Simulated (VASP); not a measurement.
# Cd3Cl2 in VASP: a series of runs

The runs below take Cd3Cl2 through single point, relaxation of cell and atoms, with PBE.

Program: VASP 6.6.1. These are calculated values, not measurements. Logs are shortened: lines on timing, memory, paths and dates and some standing lists are left out, and cuts for length are marked.

## (1) The cell of the first run

Symmetry: F-43m, No. 216, cubic system. The conventional cell has a = 10.847 Å, b = 10.847 Å, c = 10.847 Å, α = 90.00°, β = 90.00°, γ = 90.00°. Within 3.6 Å of Cd (site symmetry 2mm) lie 2 Cl at 2.71 Å and 4 Cd at 3.02 Å. Within 3.6 Å of Cl (site symmetry 3m) lie 3 Cd at 2.71 Å.

## (2) Single point, PBE

File INCAR:

```
  ALGO = Normal
  EDIFF = 1E-7
  ENCUT = 520
  GGA = PE
  ISIF = 2
  ISMEAR = 0
  LASPH = T
  LCHARG = F
  LREAL = F
  LWAVE = F
  NBANDS = 61
  NELM = 80
  PREC = Accurate
  SIGMA = 0.1
```

File KPOINTS:

```
k-points
0
Gamma
  2 2 2
```

File POSCAR:

```
Cd3Cl2
1.0
    0.0000000000      5.4235785177      5.4235785177
    5.4235785177      0.0000000000      5.4235785177
    5.4235785177      5.4235785177      0.0000000000
Cd Cl
6 4
Direct
    0.9469343968      0.5530656032      0.5530656032
    0.5530656032      0.9469343968      0.9469343968
    0.5530656032      0.5530656032      0.9469343968
    0.9469343968      0.9469343968      0.5530656032
    0.9469343968      0.5530656032      0.9469343968
    0.5530656032      0.9469343968      0.5530656032
    0.1277958868      0.6166123395      0.1277958868
    0.1277958868      0.1277958868      0.1277958868
    0.6166123395      0.1277958868      0.1277958868
    0.1277958868      0.1277958868      0.6166123395
```

Potentials or basis: VASP PAW PBE potentials, release 64 (Cd, Cl).

The run is started by

```
$ cat potpaw_PBE.64/Cd/POTCAR potpaw_PBE.64/Cl/POTCAR > POTCAR
$ mpirun -np 1 vasp_std > vasp.out
```

OUTCAR:

```text
EDIFF = 1E-7
   ENCUT = 520
   GGA = PE
   ISIF = 2
   ISMEAR = 0
   LASPH = T
   LREAL = F
   NELM = 80
   PREC = Accurate

 ion  position               nearest neighbor table
   1  0.947  0.553  0.553-   7 2.71  10 2.71   5 3.02   6 3.02   3 3.02   4 3.02
   2  0.553  0.947  0.947-   9 2.71   8 2.71   5 3.02   6 3.02   3 3.02   4 3.02
   3  0.553  0.553  0.947-   7 2.71   9 2.71   5 3.02   6 3.02   1 3.02   2 3.02
   4  0.947  0.947  0.553-  10 2.71   8 2.71   5 3.02   6 3.02   1 3.02   2 3.02
   5  0.947  0.553  0.947-   7 2.71   8 2.71   3 3.02   4 3.02   1 3.02   2 3.02
   6  0.553  0.947  0.553-   9 2.71  10 2.71   3 3.02   4 3.02   1 3.02   2 3.02
   7  0.128  0.617  0.128-   5 2.71   3 2.71   1 2.71
   8  0.128  0.128  0.128-   2 2.71   4 2.71   5 2.71
   9  0.617  0.128  0.128-   2 2.71   3 2.71   6 2.71
  10  0.128  0.128  0.617-   4 2.71   1 2.71   6 2.71

  LATTYP: Found a face centered cubic cell.
 ALAT       =    10.8471570354

  Lattice vectors:

 A1 = (   0.0000000000,   5.4235785177,   5.4235785177)
 A2 = (   5.4235785177,   0.0000000000,   5.4235785177)
 A3 = (   5.4235785177,   5.4235785177,   0.0000000000)

Analysis of symmetry for initial positions (statically):
=====================================================================
 Subroutine PRICEL returns:
 Original cell was already a primitive cell.

 Routine SETGRP: Setting up the symmetry group for a
 face centered cubic supercell.

 Subroutine GETGRP returns: Found 24 space group operations
 (whereof 24 operations were pure point group operations)
 out of a pool of 48 trial point group operations.

The static configuration has the point symmetry T_d .

Analysis of symmetry for dynamics (positions and initial velocities):
=====================================================================
 Subroutine PRICEL returns:
 Original cell was already a primitive cell.

 Routine SETGRP: Setting up the symmetry group for a
 face centered cubic supercell.

 Subroutine GETGRP returns: Found 24 space group operations
 (whereof 24 operations were pure point group operations)
 out of a pool of 48 trial point group operations.

The dynamic configuration has the point symmetry T_d .

 Subroutine INISYM returns: Found 24 space group operations
 (whereof 24 operations are pure point group operations),
 and found     1 'primitive' translations

----------------------------------------------------------------------------------------

                                     Primitive cell

  volume of cell :     319.0713

  direct lattice vectors                    reciprocal lattice vectors
     0.000000000  5.423578518  5.423578518    -0.092190055  0.092190055  0.092190055
     5.423578518  0.000000000  5.423578518     0.092190055 -0.092190055  0.092190055
     5.423578518  5.423578518  0.000000000     0.092190055  0.092190055 -0.092190055

  length of vectors
     7.670098296  7.670098296  7.670098296     0.159677859  0.159677859  0.159677859

  position of ions in fractional coordinates (direct lattice)
     0.946934397  0.553065603  0.553065603
     0.553065603  0.946934397  0.946934397
     0.553065603  0.553065603  0.946934397
     0.946934397  0.946934397  0.553065603
     0.946934397  0.553065603  0.946934397
     0.553065603  0.946934397  0.553065603
     0.127795887  0.616612340  0.127795887
     0.127795887  0.127795887  0.127795887
     0.616612340  0.127795887  0.127795887
     0.127795887  0.127795887  0.616612340

  ion indices of the primitive-cell ions
   primitive index   ion index
                 1           1
                 2           2
                 3           3
                 4           4
                 5           5
                 6           6
                 7           7
                 8           8
                 9           9
                10          10

----------------------------------------------------------------------------------------

 KPOINTS: k-points

Automatic generation of k-mesh.
 Grid dimensions read from file:
 generate k-points for:    2    2    2

 Generating k-lattice:

  Cartesian coordinates                     Fractional coordinates (reciprocal lattice)
    -0.046095027  0.046095027  0.046095027     0.500000000  0.000000000  0.000000000
     0.046095027 -0.046095027  0.046095027     0.000000000  0.500000000  0.000000000
     0.046095027  0.046095027 -0.046095027     0.000000000  0.000000000  0.500000000

  Length of vectors
     0.079838929  0.079838929  0.079838929

  Shift w.r.t. Gamma in fractional coordinates (k-lattice)
     0.000000000  0.000000000  0.000000000

 Subroutine IBZKPT returns following result:
 ===========================================

 Found      3 irreducible k-points:

 Following reciprocal coordinates:
            Coordinates               Weight
  0.000000  0.000000  0.000000      1.000000
  0.500000  0.000000  0.000000      4.000000
  0.500000  0.500000  0.000000      3.000000
   k-points           NKPTS =      3   k-points in BZ     NKDIM =      3   number of bands    NBANDS=     61
   number of dos      NEDOS =    301   number of ions     NIONS =     10
   total plane-waves  NPLWV = 216000
   dimension x,y,z NGX =    60 NGY =   60 NGZ =   60
   dimension x,y,z NGXF=   120 NGYF=  120 NGZF=  120
   ions per type =               6   4
   NGX,Y,Z   is equivalent  to a cutoff of  13.00, 13.00, 13.00 a.u.
   NGXF,Y,Z  is equivalent  to a cutoff of  26.01, 26.01, 26.01 a.u.
 SYSTEM =  unknown system
   PREC   = accura    normal or accurate (medium, high low for compatibility)
   ISTART =      0    job   : 0-new  1-cont  2-samecut
   ICHARG =      2    charge: 1-file 2-atom 10-const
   ISPIN  =      1    spin polarized calculation?
   LNONCOLLINEAR =      F non collinear calculations
   LSORBIT =      F    spin-orbit coupling
   LASPH  =      T    aspherical Exc in radial PAW
   ENCUT  =  520.0 eV  38.22 Ry    6.18 a.u.  14.26 14.26 14.26*2*pi/ulx,y,z
   NELM   =     80;   NELMIN=  2; NELMDL= -5     # of ELM steps
   EDIFF  = 0.1E-06   stopping-criterion for ELM
   LREAL  =      F    real-space projection
   EDIFFG = 0.1E-05   stopping-criterion for IOM
   NSW    =      0    number of steps for IOM
   IBRION =     -1    ionic relax: 0-MD 1-quasi-New 2-CG
   NFREE  =      0    steps in history (QN), initial steepest desc. (CG)
   ISIF   =      2    stress and relaxation
   ISYM   =      2    0-nonsym 1-usesym 2-fastsym
   POTIM  = 0.5000    time-step for ionic-motion
   TEBEG  =    0.0;   TEEND  =   0.0 temperature during run
   PSTRESS=    0.0 pullay stress
   NELECT =     100.0000    total number of electrons
   NUPDOWN=      -1.0000    fix difference up-down
   EMIN   =  10.00;   EMAX   =-10.00  energy-range for DOS
   EFERMI =   0.00;   METHOD = LEGACY
   ISMEAR =     0;   SIGMA  =   0.10  broadening in eV -4-tet -1-fermi 0-gaus
   EFERMI_NEDOS =   21; number of points for ismear=-14 and -15
   IALGO  =     38    algorithm
   IMIX   =      4    mixing-type and parameters
     AMIX     =   0.40;   BMIX     =  1.00
     AMIX_MAG =   1.60;   BMIX_MAG =  1.00
  volume/ion in A,a.u.               =      31.91       215.32
  Fermi-wavevector in a.u.,A,eV,Ry     =   1.112019  2.101411 16.824779  1.236586
  Thomas-Fermi vector in A             =   2.248589
   LORBIT       =      0    0 simple, 1 ext, 2 COOP (PROOUT), +10 PAW based schemes
   GGA     = PE    functional components
   LHFCALC =     F    Hartree Fock is set to
   AEXX    =    0.0000 exact exchange contribution
   IVDW    =     0    specifies the selected vdW correction
   LEPSILON=     F    determine dielectric tensor
   LRPA    =     F    only Hartree local field effects (RPA)
 non-spin polarized calculation
 Gauss-broadening in eV      SIGMA  =   0.10
  energy-cutoff  :      520.00
  volume of cell :      319.07
 maximum number of plane-waves:      8646
 NGX is ok and might be reduce to    60
   NGX = 29   NGY = 29   NGZ = 29

 number of electron     100.0000000 magnetization

 number of electron      99.9999994 magnetization

 Free energy of the ion-electron system (eV)
  ---------------------------------------------------
  ext. energy  EPLUGINS =         0.00000000
  ---------------------------------------------------
  free energy    TOTEN  =       -16.92459099 eV

  energy without entropy =      -16.92459099  energy(sigma->0) =      -16.92459099

 E-fermi :   0.4123     XC(G=0):  -8.0204

 val. band max:       -0.0935394932   @ k =   0.5000   0.0000   0.0000
 cond. band min:       1.3272516160   @ k =   0.5000   0.5000   0.0000
 fundamental gap:      1.4207911093
 Fermi energy:         0.4123298934

 k-point     1 :       0.0000    0.0000    0.0000
  band No.  band energies     occupation
      1     -14.8581      2.00000
      2     -14.6000      2.00000
      3     -14.6000      2.00000
      4     -14.6000      2.00000
      5      -8.2641      2.00000
      6      -8.1719      2.00000
[... 53 lines left out ...]
     60       6.2275      0.00000
     61       7.2479      0.00000

 k-point     2 :       0.5000    0.0000    0.0000
  band No.  band energies     occupation
      1     -14.7967      2.00000
      2     -14.6607      2.00000
      3     -14.5987      2.00000
      4     -14.5987      2.00000
      5      -8.2664      2.00000
      6      -8.2404      2.00000
[... 53 lines left out ...]
     60       5.8599      0.00000
     61       5.8600      0.00000

 k-point     3 :       0.5000    0.5000    0.0000
  band No.  band energies     occupation
      1     -14.7610      2.00000
      2     -14.6921      2.00000
      3     -14.6003      2.00000
      4     -14.6003      2.00000
      5      -8.2571      2.00000
      6      -8.2378      2.00000
[... 53 lines left out ...]
     60       5.7426      0.00000
     61       5.7428      0.00000

------------------------ aborting loop because EDIFF is reached ----------------------------------------

  FORCE on cell =-STRESS in cart. coord.  units (eV):
  Direction    XX          YY          ZZ          XY          YZ          ZX
  --------------------------------------------------------------------------------------
  -------------------------------------------------------------------------------------
  Total        0.4997720      0.4997720      0.4997720     -0.0000000      0.0000000      0.0000000
  in kB        2.5095433      2.5095433      2.5095433     -0.0000000      0.0000000      0.0000000
  external PRESSURE =       2.5095433 kB  Pullay stress =       0.0000000 kB

 VOLUME and BASIS-vectors are now :
 -----------------------------------------------------------------------------
  energy-cutoff  :      520.00
  volume of cell :      319.07
      direct lattice vectors                 reciprocal lattice vectors
     0.000000000  5.423578518  5.423578518    -0.092190055  0.092190055  0.092190055
     5.423578518  0.000000000  5.423578518     0.092190055 -0.092190055  0.092190055
     5.423578518  5.423578518  0.000000000     0.092190055  0.092190055 -0.092190055

 POSITION                                       TOTAL-FORCE (eV/Angst)
 -----------------------------------------------------------------------------------
      5.99919      8.13537      8.13537         0.064892     -0.000000      0.000000
     10.27155      8.13537      8.13537        -0.064892     -0.000000      0.000000
      8.13537      8.13537      5.99919        -0.000000     -0.000000      0.064892
      8.13537      8.13537     10.27155        -0.000000     -0.000000     -0.064892
      8.13537     10.27155      8.13537        -0.000000     -0.064892      0.000000
      8.13537      5.99919      8.13537        -0.000000      0.064892      0.000000
      4.03736      1.38622      4.03736         0.010132     -0.010132      0.010132
      1.38622      1.38622      1.38622        -0.010132     -0.010132     -0.010132
      1.38622      4.03736      4.03736        -0.010132      0.010132      0.010132
      4.03736      4.03736      1.38622         0.010132      0.010132     -0.010132
 -----------------------------------------------------------------------------------
    total drift:                                0.000002      0.000002      0.000002

  FREE ENERGIE OF THE ION-ELECTRON SYSTEM (eV)
  ---------------------------------------------------
  free  energy   TOTEN  =       -16.9245909913 eV

  energy  without entropy=      -16.9245909913  energy(sigma->0) =      -16.92459099
```

It took 1.9 min on 1 thread of Intel Xeon Platinum 8488C (Sapphire Rapids), shared host; peak memory 0.49 GiB.

What came out:

| Item | Value |
| --- | --- |
| Free energy | -16.9246 eV |
| Pressure | 0.3 GPa |
| Largest force | 0.065 eV/Å |
| Band gap on the k mesh | 1.42 eV (least direct gap 1.49 eV) |

Forces in eV/Å, atoms in the order of the input:
```
Cd   0.065  0.000  0.000
Cd  -0.065  0.000  0.000
Cd   0.000  0.000  0.065
Cd   0.000  0.000 -0.065
Cd   0.000 -0.065  0.000
Cd   0.000  0.065  0.000
Cl   0.010 -0.010  0.010
Cl  -0.010 -0.010 -0.010
Cl  -0.010  0.010  0.010
Cl   0.010  0.010 -0.010
```

Caveat: the k points lie up to 0.50 Å⁻¹ apart.

## (3) Single point, PBE

This run uses another cell than the first one, of 31.71 Å³/atom.

File INCAR:

```
PREC = Accurate
ENCUT = 520
EDIFF = 1E-6
ISMEAR = 0
SIGMA = 0.2
LREAL = F
LASPH = T
NELM = 100
ALGO = Normal
ISIF = 2
LWAVE = F
LCHARG = F
GGA = PE
NBANDS = 61
```

File KPOINTS:

```
Automatic mesh
0
Gamma
  3 3 3
```

File POSCAR:

```
Cd3Cl2
1.0
    0.0000000000      5.4123277056      5.4123277056
    5.4123277056      0.0000000000      5.4123277056
    5.4123277056      5.4123277056      0.0000000000
Cd Cl
6 4
Direct
    0.4470516478      1.0529483522      1.0529483522
    1.0529483522      0.4470516478      0.4470516478
    1.0529483522      0.4470516478      1.0529483522
    0.4470516478      1.0529483522      0.4470516478
    1.0529483522      1.0529483522      0.4470516478
    0.4470516478      0.4470516478      1.0529483522
    0.8742826369      0.8742826369      0.8742826369
    0.8742826369      0.8742826369      0.3771520893
    0.8742826369      0.3771520893      0.8742826369
    0.3771520893      0.8742826369      0.8742826369
```

Potentials or basis: VASP PAW PBE potentials, release 64 (Cd, Cl).

The run is started by

```
$ cat potpaw_PBE.64/Cd/POTCAR potpaw_PBE.64/Cl/POTCAR > POTCAR
$ mpirun -np 1 vasp_std > vasp.out
```

Run time: 2.5 min. Hardware: 1 thread of Intel Xeon Platinum 8488C (Sapphire Rapids), shared host; peak memory 0.5 GiB.

It converged, with:

```
Free energy            : -17.0648 eV
Pressure               : 0.2 GPa
Largest force          : 0.073 eV/Å
Band gap on the k mesh : 1.67 eV (least direct gap 1.89 eV)
```

Forces in eV/Å, atoms in the order of the input:
```
Cd   0.004  0.000  0.000
Cd  -0.004  0.000  0.000
Cd   0.000  0.004  0.000
Cd   0.000 -0.004  0.000
Cd   0.000  0.000  0.004
Cd   0.000  0.000 -0.004
Cl  -0.042 -0.042 -0.042
Cl   0.042  0.042 -0.042
Cl   0.042 -0.042  0.042
Cl  -0.042  0.042  0.042
```

Levels at points of the mesh, in eV from the valence-band top:
```csv
k point,band 48,band 49,band 50,band 51,band 52,band 53
"(0.00, 0.00, 0.00)",-0.56,-0.56,-0.56,2.52,2.99,2.99
```

Caveat: an odd mesh through Γ misses points on the zone boundary, where band edges can lie.

[end of part 1 of 2]
